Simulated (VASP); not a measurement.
# Ti (Im-3m) in VASP: a series of runs

Runs on Ti. Level: PBEsol. Tasks: single point.

All numbers are computed with VASP 6.6.1; they aren't measurements. Logs are shortened: lines on timing, memory, paths and dates and some standing lists are left out, and cuts for length are marked.

### 1 The cell of the first run

The structure is cubic, space group Im-3m (No. 229). Conventional cell: a = 3.202 Å, b = 3.202 Å, c = 3.202 Å, α = 90.00°, β = 90.00°, γ = 90.00°. Ti (site symmetry m-3m) has 14 Ti at 2.77 to 3.20 Å within 3.7 Å.

### 2 Single point, PBEsol

INCAR reads:

```
SYSTEM = Ti
ALGO = Normal
EDIFF = 1E-6
ENCUT = 520
GGA = PS
ISIF = 2
ISMEAR = 0
LASPH = .TRUE.
LCHARG = .TRUE.
LELF = .TRUE.
LREAL = .FALSE.
LVHAR = .TRUE.
LWAVE = .FALSE.
NBANDS = 12
NELM = 100
PREC = Accurate
SIGMA = 0.1
```

KPOINTS reads:

```
k-points
0
G
  18 18 18
  0 0 0
```

POSCAR reads:

```
Ti
1.0
   -1.6007685065      1.6007685065      1.6007685065
    1.6007685065     -1.6007685065      1.6007685065
    1.6007685065      1.6007685065     -1.6007685065
Ti
1
Direct
    0.0000000000      0.0000000000      0.0000000000
```

Potentials or basis: VASP PAW PBE potentials, release 64 (Ti_sv).

Run with:

```sh
$ cat potpaw_PBE.64/Ti_sv/POTCAR > POTCAR
$ mpirun -np 1 vasp_std > vasp.out
```

OUTCAR:

```text
SYSTEM = Ti
   EDIFF = 1E-6
   ENCUT = 520
   GGA = PS
   ISIF = 2
   ISMEAR = 0
   LASPH = .TRUE.
   LREAL = .FALSE.
   NELM = 100
   PREC = Accurate

 ion  position               nearest neighbor table
   1  0.000  0.000  0.000-

  LATTYP: Found a body centered cubic cell.
 ALAT       =     3.2015370130

  Lattice vectors:

 A1 = (  -1.6007685065,   1.6007685065,   1.6007685065)
 A2 = (   1.6007685065,  -1.6007685065,   1.6007685065)
 A3 = (   1.6007685065,   1.6007685065,  -1.6007685065)

Analysis of symmetry for initial positions (statically):
=====================================================================
 Subroutine PRICEL returns:
 Original cell was already a primitive cell.

 Routine SETGRP: Setting up the symmetry group for a
 body centered cubic supercell.

 Subroutine GETGRP returns: Found 48 space group operations
 (whereof 48 operations were pure point group operations)
 out of a pool of 48 trial point group operations.

The static configuration has the point symmetry O_h .

Analysis of symmetry for dynamics (positions and initial velocities):
=====================================================================
 Subroutine PRICEL returns:
 Original cell was already a primitive cell.

 Routine SETGRP: Setting up the symmetry group for a
 body centered cubic supercell.

 Subroutine GETGRP returns: Found 48 space group operations
 (whereof 48 operations were pure point group operations)
 out of a pool of 48 trial point group operations.

The dynamic configuration has the point symmetry O_h .

 Subroutine INISYM returns: Found 48 space group operations
 (whereof 48 operations are pure point group operations),
 and found     1 'primitive' translations

----------------------------------------------------------------------------------------

                                     Primitive cell

  volume of cell :      16.4076

  direct lattice vectors                    reciprocal lattice vectors
    -1.600768506  1.600768506  1.600768506     0.000000000  0.312349973  0.312349973
     1.600768506 -1.600768506  1.600768506     0.312349973  0.000000000  0.312349973
     1.600768506  1.600768506 -1.600768506     0.312349973  0.312349973  0.000000000

  length of vectors
     2.772612384  2.772612384  2.772612384     0.441729568  0.441729568  0.441729568

  position of ions in fractional coordinates (direct lattice)
     0.000000000  0.000000000  0.000000000

  ion indices of the primitive-cell ions
   primitive index   ion index
                 1           1

----------------------------------------------------------------------------------------

 KPOINTS: k-points

Automatic generation of k-mesh.
 Grid dimensions read from file:
 generate k-points for:   18   18   18

 Generating k-lattice:

  Cartesian coordinates                     Fractional coordinates (reciprocal lattice)
     0.000000000  0.017352776  0.017352776     0.055555556  0.000000000  0.000000000
     0.017352776  0.000000000  0.017352776     0.000000000  0.055555556  0.000000000
     0.017352776  0.017352776  0.000000000     0.000000000  0.000000000  0.055555556

  Length of vectors
     0.024540532  0.024540532  0.024540532

  Shift w.r.t. Gamma in fractional coordinates (k-lattice)
     0.000000000  0.000000000  0.000000000

 Subroutine IBZKPT returns following result:
 ===========================================

 Found    195 irreducible k-points:

 Following reciprocal coordinates:
            Coordinates               Weight
  0.000000  0.000000  0.000000      1.000000
  0.055556  0.000000  0.000000     12.000000
  0.111111  0.000000  0.000000     12.000000
  0.166667  0.000000  0.000000     12.000000
  0.222222  0.000000  0.000000     12.000000
  0.277778  0.000000  0.000000     12.000000
[... 16 lines left out ...]
  0.333333  0.111111  0.000000     48.000000
  0.388889  0.111111  0.000000     48.000000
 [... further k-points ...]
   k-points           NKPTS =    195   k-points in BZ     NKDIM =    195   number of bands    NBANDS=     12
   number of dos      NEDOS =    301   number of ions     NIONS =      1
   total plane-waves  NPLWV =  13824
   dimension x,y,z NGX =    24 NGY =   24 NGZ =   24
   dimension x,y,z NGXF=    48 NGYF=   48 NGZF=   48
   ions per type =               1
   NGX,Y,Z   is equivalent  to a cutoff of  14.39, 14.39, 14.39 a.u.
   NGXF,Y,Z  is equivalent  to a cutoff of  28.78, 28.78, 28.78 a.u.
 SYSTEM =  Ti
   PREC   = accura    normal or accurate (medium, high low for compatibility)
   ISTART =      0    job   : 0-new  1-cont  2-samecut
   ICHARG =      2    charge: 1-file 2-atom 10-const
   ISPIN  =      1    spin polarized calculation?
   LNONCOLLINEAR =      F non collinear calculations
   LSORBIT =      F    spin-orbit coupling
   LASPH  =      T    aspherical Exc in radial PAW
   ENCUT  =  520.0 eV  38.22 Ry    6.18 a.u.   5.16  5.16  5.16*2*pi/ulx,y,z
   NELM   =    100;   NELMIN=  2; NELMDL= -5     # of ELM steps
   EDIFF  = 0.1E-05   stopping-criterion for ELM
   LREAL  =      F    real-space projection
   EDIFFG = 0.1E-04   stopping-criterion for IOM
   NSW    =      0    number of steps for IOM
   IBRION =     -1    ionic relax: 0-MD 1-quasi-New 2-CG
   NFREE  =      0    steps in history (QN), initial steepest desc. (CG)
   ISIF   =      2    stress and relaxation
   ISYM   =      2    0-nonsym 1-usesym 2-fastsym
   POTIM  = 0.5000    time-step for ionic-motion
   TEBEG  =    0.0;   TEEND  =   0.0 temperature during run
   PSTRESS=    0.0 pullay stress
   NELECT =      12.0000    total number of electrons
   NUPDOWN=      -1.0000    fix difference up-down
   EMIN   =  10.00;   EMAX   =-10.00  energy-range for DOS
   EFERMI =   0.00;   METHOD = LEGACY
   ISMEAR =     0;   SIGMA  =   0.10  broadening in eV -4-tet -1-fermi 0-gaus
   EFERMI_NEDOS =   21; number of points for ismear=-14 and -15
   IALGO  =     38    algorithm
   IMIX   =      4    mixing-type and parameters
     AMIX     =   0.40;   BMIX     =  1.00
     AMIX_MAG =   1.60;   BMIX_MAG =  1.00
  volume/ion in A,a.u.               =      16.41       110.72
  Fermi-wavevector in a.u.,A,eV,Ry     =   1.474982  2.787312 29.600452  2.175572
  Thomas-Fermi vector in A             =   2.589687
   LORBIT       =      0    0 simple, 1 ext, 2 COOP (PROOUT), +10 PAW based schemes
   GGA     = PS    functional components
   LHFCALC =     F    Hartree Fock is set to
   AEXX    =    0.0000 exact exchange contribution
   IVDW    =     0    specifies the selected vdW correction
   LEPSILON=     F    determine dielectric tensor
   LRPA    =     F    only Hartree local field effects (RPA)
 non-spin polarized calculation
 Gauss-broadening in eV      SIGMA  =   0.10
  energy-cutoff  :      520.00
  volume of cell :       16.41
 maximum number of plane-waves:       466
 NGX is ok and might be reduce to    24
   NGX = 11   NGY = 11   NGZ = 11

 number of electron      12.0000002 magnetization

 Free energy of the ion-electron system (eV)
  ---------------------------------------------------
  ext. energy  EPLUGINS =         0.00000000
  ---------------------------------------------------
  free energy    TOTEN  =        -8.24075923 eV

  energy without entropy =       -8.22978887  energy(sigma->0) =       -8.23527405

 E-fermi :   8.5558     XC(G=0): -11.9061

 val. band max:        8.5527247802   @ k =   0.3333   0.2222   0.0000
 cond. band min:       8.5612054734   @ k =  -0.4444   0.5000   0.1111
 fundamental gap:      0.0084806932
 Fermi energy:         8.5558105841

 k-point     1 :       0.0000    0.0000    0.0000
  band No.  band energies     occupation
      1     -47.6310      2.00000
      2     -23.5077      2.00000
      3     -23.5077      2.00000
      4     -23.5077      2.00000
      5       2.4868      2.00000
      6       9.5905      0.00000
      7       9.5905      0.00000
      8       9.5905      0.00000
      9      11.4913      0.00000
     10      11.4913      0.00000
     11      26.3850      0.00000
     12      26.3850      0.00000

 k-point     2 :       0.0556    0.0000    0.0000
  band No.  band energies     occupation
      1     -47.6260      2.00000
      2     -23.5336      2.00000
      3     -23.5155      2.00000
      4     -23.5079      2.00000
      5       2.5989      2.00000
      6       9.5374      0.00000
      7       9.5764      0.00000
      8       9.6739      0.00000
      9      11.4274      0.00000
     10      11.4942      0.00000
     11      26.2524      0.00000
     12      26.3857      0.00000

 k-point     3 :       0.1111    0.0000    0.0000
  band No.  band energies     occupation
      1     -47.6115      2.00000
      2     -23.6077      2.00000
      3     -23.5381      2.00000
      4     -23.5084      2.00000
      5       2.9264      2.00000
      6       9.3881      0.00000
      7       9.5149      0.00000
      8       9.9195      0.00000
      9      11.2819      0.00000
     10      11.5052      0.00000
     11      25.8072      0.00000
     12      26.2993      0.00000

 k-point     4 :       0.1667    0.0000    0.0000
  band No.  band energies     occupation
      1     -47.5893      2.00000
      2     -23.7200      2.00000
      3     -23.5724      2.00000
      4     -23.5093      2.00000
      5       3.4424      2.00000
      6       9.1686      0.00000
      7       9.3660      0.00000
      8      10.3127      0.00000
      9      11.1628      0.00000
     10      11.5298      0.00000
     11      24.9651      0.00000
     12      25.9303      0.00000

 k-point     5 :       0.2222    0.0000    0.0000
  band No.  band energies     occupation
      1     -47.5619      2.00000
      2     -23.8556      2.00000
      3     -23.6143      2.00000
      4     -23.5104      2.00000
      5       4.0956      2.00000
      6       8.9129      0.00000
      7       9.1391      0.00000
      8      10.8280      0.00000
      9      11.1483      0.00000
     10      11.5731      0.00000
     11      23.7364      0.00000
     12      25.2315      0.00000
[... 228 lines left out ...]
      1     -47.5236      2.00000
      2     -24.0162      2.00000
      3     -23.6667      2.00000
      4     -23.5431      2.00000
      5       5.0698      2.00000
      6       8.6040      0.49579
      7       8.7571      0.00442
      8      11.0600      0.00000
      9      11.7195      0.00000
     10      11.8170      0.00000
     11      22.3446      0.00000
     12      23.7930      0.00000

 k-point    22 :       0.2778    0.1111    0.0000
  band No.  band energies     occupation
      1     -47.4976      2.00000
      2     -24.1274      2.00000
      3     -23.7165      2.00000
      4     -23.5457      2.00000
      5       5.6816      2.00000
      6       8.3907      1.98043
      7       8.6982      0.04399
      8      11.1956      0.00000
      9      11.8423      0.00000
     10      12.4188      0.00000
     11      20.8140      0.00000
     12      23.0940      0.00000

 k-point    23 :       0.3333    0.1111    0.0000
  band No.  band energies     occupation
      1     -47.4763      2.00000
      2     -24.2165      2.00000
      3     -23.7577      2.00000
      4     -23.5475      2.00000
      5       6.0610      2.00000
      6       8.2410      1.99999
      7       8.8808      0.00000
      8      11.3359      0.00000
      9      11.9160      0.00000
     10      13.0352      0.00000
     11      19.3985      0.00000
     12      22.5277      0.00000

 k-point    24 :       0.3889    0.1111    0.0000
  band No.  band energies     occupation
      1     -47.4624      2.00000
      2     -24.2740      2.00000
      3     -23.7846      2.00000
      4     -23.5486      2.00000
      5       6.2041      2.00000
      6       8.1474      2.00000
      7       9.2012      0.00000
      8      11.4122      0.00000
      9      12.0079      0.00000
     10      13.5127      0.00000
     11      18.3316      0.00000
     12      22.1546      0.00000

 [... further k-points ...]
[... 5 lines left out ...]
  --------------------------------------------------------------------------------------
  -------------------------------------------------------------------------------------
  Total        0.0653176      0.0653176      0.0653176     -0.0000000     -0.0000000      0.0000000
  in kB        6.3781599      6.3781599      6.3781599     -0.0000000     -0.0000000      0.0000000
  external PRESSURE =       6.3781599 kB  Pullay stress =       0.0000000 kB

 VOLUME and BASIS-vectors are now :
 -----------------------------------------------------------------------------
  energy-cutoff  :      520.00
  volume of cell :       16.41
      direct lattice vectors                 reciprocal lattice vectors
    -1.600768506  1.600768506  1.600768506     0.000000000  0.312349973  0.312349973
     1.600768506 -1.600768506  1.600768506     0.312349973  0.000000000  0.312349973
     1.600768506  1.600768506 -1.600768506     0.312349973  0.312349973  0.000000000

 POSITION                                       TOTAL-FORCE (eV/Angst)
 -----------------------------------------------------------------------------------
      0.00000      0.00000      0.00000         0.000000     -0.000000      0.000000
 -----------------------------------------------------------------------------------
    total drift:                               -0.000000      0.000000      0.000000

  FREE ENERGIE OF THE ION-ELECTRON SYSTEM (eV)
  ---------------------------------------------------
  free  energy   TOTEN  =        -8.2407592330 eV

  energy  without entropy=       -8.2297888656  energy(sigma->0) =       -8.23527405
```

Run time: 30 s. Hardware: 1 thread of Intel Xeon Platinum 8259CL at 2.50GHz (Skylake/Cascade Lake), shared host; peak memory 0.16 GiB.

Results:

| Quantity | Value |
| --- | --- |
| Free energy | -8.2408 eV |
| Pressure | 0.6 GPa |
| Band gap on the k mesh | zero (band 6 reaches 9.59 eV, above the bottom of band 7 at 7.97 eV) |

Levels at points of the mesh, in eV from the Fermi level:
| k point | band 3 | band 4 | band 5 | band 6 | band 7 | band 8 | band 9 | band 10 |
| --- | --- | --- | --- | --- | --- | --- | --- | --- |
| (0.00, 0.00, 0.00) | -32.06 | -32.06 | -6.07 | 1.03 | 1.03 | 1.03 | 2.94 | 2.94 |
| (0.50, 0.00, 0.00) | -32.32 | -32.07 | -2.60 | -0.46 | 1.34 | 2.93 | 3.31 | 4.61 |
| (0.50, 0.50, 0.50) | -32.62 | -32.62 | -2.30 | -2.30 | 4.22 | 4.22 | 4.22 | 8.83 |

Caveat: the PAW data sets were made with another functional, which shifts forces and pressure a little.

(Part 1 of 2 ends here.)
